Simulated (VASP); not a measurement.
# BAs (zincblende type) (F-43m) in VASP: single point with PBEsol

Aim: the single point of BAs (zincblende type) with PBEsol.

Everything below comes from runs of VASP 6.6.1. Logs are shortened: lines on timing, memory, paths and dates and some standing lists are left out, and cuts for length are marked.

## (1) The cell of the first run

Symmetry: F-43m, No. 216, cubic system. The conventional cell has a = 4.670 Å, b = 4.670 Å, c = 4.670 Å, α = 90.00°, β = 90.00°, γ = 90.00°. B (site symmetry -43m) has 4 As at 2.02 Å within 2.7 Å. Within 2.7 Å of As (site symmetry -43m) lie 4 B at 2.02 Å.

## (2) Single point, PBEsol (12.73 Å³/atom)

Input file INCAR:

```
SYSTEM = BAs
  ALGO = Normal
  EDIFF = 1E-6
  ENCUT = 560
  GGA = PS
  GGA_COMPAT = .False.
  ISIF = 2
  ISMEAR = -1
  LASPH = .True.
  LCHARG = .False.
  LREAL = .False.
  LWAVE = .False.
  NBANDS = 16
  NELM = 120
  PREC = Accurate
  SIGMA = 0.05
```

Input file KPOINTS:

```
k-points
0
Gamma
  14 14 14
  0 0 0
```

Input file POSCAR:

```
BAs
1.0
    0.0000000000      2.3351338051      2.3351338051
    2.3351338051      0.0000000000      2.3351338051
    2.3351338051      2.3351338051      0.0000000000
B As
1 1
Direct
    0.0000000000      0.0000000000      0.0000000000
    0.2500000000      0.2500000000      0.2500000000
```

Potentials or basis: VASP PAW PBE potentials, release 64 (B, As_d).

Launch:

```sh
$ cat potpaw_PBE.64/B/POTCAR potpaw_PBE.64/As_d/POTCAR > POTCAR
$ mpirun -np 1 vasp_std > vasp.out
```

OUTCAR:

```text
SYSTEM = BAs
   EDIFF = 1E-6
   ENCUT = 560
   GGA = PS
   ISIF = 2
   ISMEAR = -1
   LASPH = .True.
   LREAL = .False.
   NELM = 120
   PREC = Accurate

 ion  position               nearest neighbor table
   1  0.000  0.000  0.000-   2 2.02   2 2.02   2 2.02   2 2.02
   2  0.250  0.250  0.250-   1 2.02   1 2.02   1 2.02   1 2.02

  LATTYP: Found a face centered cubic cell.
 ALAT       =     4.6702676102

  Lattice vectors:

 A1 = (   0.0000000000,   2.3351338051,   2.3351338051)
 A2 = (   2.3351338051,   0.0000000000,   2.3351338051)
 A3 = (   2.3351338051,   2.3351338051,   0.0000000000)

Analysis of symmetry for initial positions (statically):
=====================================================================
 Subroutine PRICEL returns:
 Original cell was already a primitive cell.

 Routine SETGRP: Setting up the symmetry group for a
 face centered cubic supercell.

 Subroutine GETGRP returns: Found 24 space group operations
 (whereof 24 operations were pure point group operations)
 out of a pool of 48 trial point group operations.

The static configuration has the point symmetry T_d .

Analysis of symmetry for dynamics (positions and initial velocities):
=====================================================================
 Subroutine PRICEL returns:
 Original cell was already a primitive cell.

 Routine SETGRP: Setting up the symmetry group for a
 face centered cubic supercell.

 Subroutine GETGRP returns: Found 24 space group operations
 (whereof 24 operations were pure point group operations)
 out of a pool of 48 trial point group operations.

The dynamic configuration has the point symmetry T_d .

 Subroutine INISYM returns: Found 24 space group operations
 (whereof 24 operations are pure point group operations),
 and found     1 'primitive' translations

----------------------------------------------------------------------------------------

                                     Primitive cell

  volume of cell :      25.4663

  direct lattice vectors                    reciprocal lattice vectors
     0.000000000  2.335133805  2.335133805    -0.214120492  0.214120492  0.214120492
     2.335133805  0.000000000  2.335133805     0.214120492 -0.214120492  0.214120492
     2.335133805  2.335133805  0.000000000     0.214120492  0.214120492 -0.214120492

  length of vectors
     3.302377897  3.302377897  3.302377897     0.370867572  0.370867572  0.370867572

  position of ions in fractional coordinates (direct lattice)
     0.000000000  0.000000000  0.000000000
     0.250000000  0.250000000  0.250000000

  ion indices of the primitive-cell ions
   primitive index   ion index
                 1           1
                 2           2

----------------------------------------------------------------------------------------

 KPOINTS: k-points

Automatic generation of k-mesh.
 Grid dimensions read from file:
 generate k-points for:   14   14   14

 Generating k-lattice:

  Cartesian coordinates                     Fractional coordinates (reciprocal lattice)
    -0.015294321  0.015294321  0.015294321     0.071428571  0.000000000  0.000000000
     0.015294321 -0.015294321  0.015294321     0.000000000  0.071428571  0.000000000
     0.015294321  0.015294321 -0.015294321     0.000000000  0.000000000  0.071428571

  Length of vectors
     0.026490541  0.026490541  0.026490541

  Shift w.r.t. Gamma in fractional coordinates (k-lattice)
     0.000000000  0.000000000  0.000000000

 Subroutine IBZKPT returns following result:
 ===========================================

 Found    104 irreducible k-points:

 Following reciprocal coordinates:
            Coordinates               Weight
  0.000000  0.000000  0.000000      1.000000
  0.071429  0.000000  0.000000      8.000000
  0.142857  0.000000  0.000000      8.000000
  0.214286  0.000000  0.000000      8.000000
  0.285714  0.000000  0.000000      8.000000
  0.357143  0.000000  0.000000      8.000000
[... 16 lines left out ...]
  0.214286  0.142857  0.000000     24.000000
  0.285714  0.142857  0.000000     24.000000
 [... further k-points ...]
   k-points           NKPTS =    104   k-points in BZ     NKDIM =    104   number of bands    NBANDS=     16
   number of dos      NEDOS =    301   number of ions     NIONS =      2
   total plane-waves  NPLWV =  21952
   dimension x,y,z NGX =    28 NGY =   28 NGZ =   28
   dimension x,y,z NGXF=    56 NGYF=   56 NGZF=   56
   ions per type =               1   1
   NGX,Y,Z   is equivalent  to a cutoff of  14.10, 14.10, 14.10 a.u.
   NGXF,Y,Z  is equivalent  to a cutoff of  28.19, 28.19, 28.19 a.u.
 SYSTEM =  BAs
   PREC   = accura    normal or accurate (medium, high low for compatibility)
   ISTART =      0    job   : 0-new  1-cont  2-samecut
   ICHARG =      2    charge: 1-file 2-atom 10-const
   ISPIN  =      1    spin polarized calculation?
   LNONCOLLINEAR =      F non collinear calculations
   LSORBIT =      F    spin-orbit coupling
   LASPH  =      T    aspherical Exc in radial PAW
   ENCUT  =  560.0 eV  41.16 Ry    6.42 a.u.   6.37  6.37  6.37*2*pi/ulx,y,z
   NELM   =    120;   NELMIN=  2; NELMDL= -5     # of ELM steps
   EDIFF  = 0.1E-05   stopping-criterion for ELM
   LREAL  =      F    real-space projection
   EDIFFG = 0.1E-04   stopping-criterion for IOM
   NSW    =      0    number of steps for IOM
   IBRION =     -1    ionic relax: 0-MD 1-quasi-New 2-CG
   NFREE  =      0    steps in history (QN), initial steepest desc. (CG)
   ISIF   =      2    stress and relaxation
   ISYM   =      2    0-nonsym 1-usesym 2-fastsym
   POTIM  = 0.5000    time-step for ionic-motion
   TEBEG  =    0.0;   TEEND  =   0.0 temperature during run
   PSTRESS=    0.0 pullay stress
   NELECT =      18.0000    total number of electrons
   NUPDOWN=      -1.0000    fix difference up-down
   EMIN   =  10.00;   EMAX   =-10.00  energy-range for DOS
   EFERMI =   0.00;   METHOD = LEGACY
   ISMEAR =    -1;   SIGMA  =   0.05  broadening in eV -4-tet -1-fermi 0-gaus
   EFERMI_NEDOS =   21; number of points for ismear=-14 and -15
   IALGO  =     38    algorithm
   IMIX   =      4    mixing-type and parameters
     AMIX     =   0.40;   BMIX     =  1.00
     AMIX_MAG =   1.60;   BMIX_MAG =  1.00
  volume/ion in A,a.u.               =      12.73        85.93
  Fermi-wavevector in a.u.,A,eV,Ry     =   1.458290  2.755769 28.934282  2.126610
  Thomas-Fermi vector in A             =   2.574992
   LORBIT       =      0    0 simple, 1 ext, 2 COOP (PROOUT), +10 PAW based schemes
   GGA     = PS    functional components
   LHFCALC =     F    Hartree Fock is set to
   AEXX    =    0.0000 exact exchange contribution
   IVDW    =     0    specifies the selected vdW correction
   LEPSILON=     F    determine dielectric tensor
   LRPA    =     F    only Hartree local field effects (RPA)
 non-spin polarized calculation
  energy-cutoff  :      560.00
  volume of cell :       25.47
 maximum number of plane-waves:       779
 NGX is ok and might be reduce to    28
   NGX = 13   NGY = 13   NGZ = 13

 number of electron      17.9999991 magnetization

 Free energy of the ion-electron system (eV)
  ---------------------------------------------------
  ext. energy  EPLUGINS =         0.00000000
  ---------------------------------------------------
  free energy    TOTEN  =       -12.20487740 eV

  energy without entropy =      -12.20487723  energy(sigma->0) =      -12.20487732

 E-fermi :   5.8842     XC(G=0): -11.6554

 val. band max:        5.3889363624   @ k =   0.0000   0.0000   0.0000
 cond. band min:       6.4209066945   @ k =   0.4286   0.4286   0.0000
 fundamental gap:      1.0319703321
 Fermi energy:         5.8842498390

 k-point     1 :       0.0000    0.0000    0.0000
  band No.  band energies     occupation
      1     -30.4118      2.00000
      2     -30.4118      2.00000
      3     -30.4118      2.00000
      4     -30.3811      2.00000
      5     -30.3811      2.00000
      6     -10.6843      2.00000
[... 8 lines left out ...]
     15      18.8616      0.00000
     16      18.8616      0.00000

 k-point     2 :       0.0714    0.0000    0.0000
  band No.  band energies     occupation
      1     -30.4116      2.00000
      2     -30.4112      2.00000
      3     -30.4112      2.00000
      4     -30.3810      2.00000
      5     -30.3810      2.00000
      6     -10.5950      2.00000
[... 8 lines left out ...]
     15      17.9590      0.00000
     16      17.9590      0.00000

 k-point     3 :       0.1429    0.0000    0.0000
  band No.  band energies     occupation
      1     -30.4110      2.00000
      2     -30.4098      2.00000
      3     -30.4098      2.00000
      4     -30.3810      2.00000
      5     -30.3810      2.00000
      6     -10.3287      2.00000
[... 8 lines left out ...]
     15      17.0808      0.00000
     16      17.0808      0.00000

 k-point     4 :       0.2143    0.0000    0.0000
  band No.  band energies     occupation
      1     -30.4101      2.00000
      2     -30.4079      2.00000
      3     -30.4079      2.00000
      4     -30.3806      2.00000
      5     -30.3806      2.00000
      6      -9.8918      2.00000
[... 8 lines left out ...]
     15      16.7533      0.00000
     16      16.8512      0.00000
[... 324 lines left out ...]
 k-point    22 :       0.1429    0.1429    0.0000
  band No.  band energies     occupation
      1     -30.4131      2.00000
      2     -30.4078      2.00000
      3     -30.4078      2.00000
      4     -30.3825      2.00000
      5     -30.3796      2.00000
      6     -10.2094      2.00000
[... 8 lines left out ...]
     15      16.9201      0.00000
     16      19.3849      0.00000

 k-point    23 :       0.2143    0.1429    0.0000
  band No.  band energies     occupation
      1     -30.4132      2.00000
      2     -30.4059      2.00000
      3     -30.4058      2.00000
      4     -30.3831      2.00000
      5     -30.3789      2.00000
      6      -9.8871      2.00000
[... 8 lines left out ...]
     15      17.8745      0.00000
     16      19.1351      0.00000

 k-point    24 :       0.2857    0.1429    0.0000
  band No.  band energies     occupation
      1     -30.4125      2.00000
      2     -30.4041      2.00000
      3     -30.4038      2.00000
      4     -30.3832      2.00000
      5     -30.3781      2.00000
      6      -9.3997      2.00000
[... 8 lines left out ...]
     15      18.5707      0.00000
     16      19.1024      0.00000

 [... further k-points ...]
[... 5 lines left out ...]
  --------------------------------------------------------------------------------------
  -------------------------------------------------------------------------------------
  Total        1.5399603      1.5399603      1.5399603      0.0000000     -0.0000000      0.0000000
  in kB       96.8846122     96.8846122     96.8846122      0.0000000     -0.0000000      0.0000000
  external PRESSURE =      96.8846122 kB  Pullay stress =       0.0000000 kB

 VOLUME and BASIS-vectors are now :
 -----------------------------------------------------------------------------
  energy-cutoff  :      560.00
  volume of cell :       25.47
      direct lattice vectors                 reciprocal lattice vectors
     0.000000000  2.335133805  2.335133805    -0.214120492  0.214120492  0.214120492
     2.335133805  0.000000000  2.335133805     0.214120492 -0.214120492  0.214120492
     2.335133805  2.335133805  0.000000000     0.214120492  0.214120492 -0.214120492

 POSITION                                       TOTAL-FORCE (eV/Angst)
 -----------------------------------------------------------------------------------
      0.00000      0.00000      0.00000        -0.000000     -0.000000     -0.000000
      1.16757      1.16757      1.16757         0.000000      0.000000      0.000000
 -----------------------------------------------------------------------------------
    total drift:                                0.000001      0.000001      0.000001

  FREE ENERGIE OF THE ION-ELECTRON SYSTEM (eV)
  ---------------------------------------------------
  free  energy   TOTEN  =       -12.2048774037 eV

  energy  without entropy=      -12.2048772306  energy(sigma->0) =      -12.20487732
```

Run time: 27 s. Hardware: 1 thread of AMD EPYC 9R45 (Zen 5), shared host; peak memory 0.16 GiB.

What came out:

```
Free energy            : -12.2049 eV
Pressure               : 9.7 GPa
Band gap on the k mesh : 1.03 eV (least direct gap 3.33 eV)
```

Caveat: the cell stands under pressure; the PAW data sets were made with another functional, which shifts forces and pressure a little. A k mesh can miss the band edges.
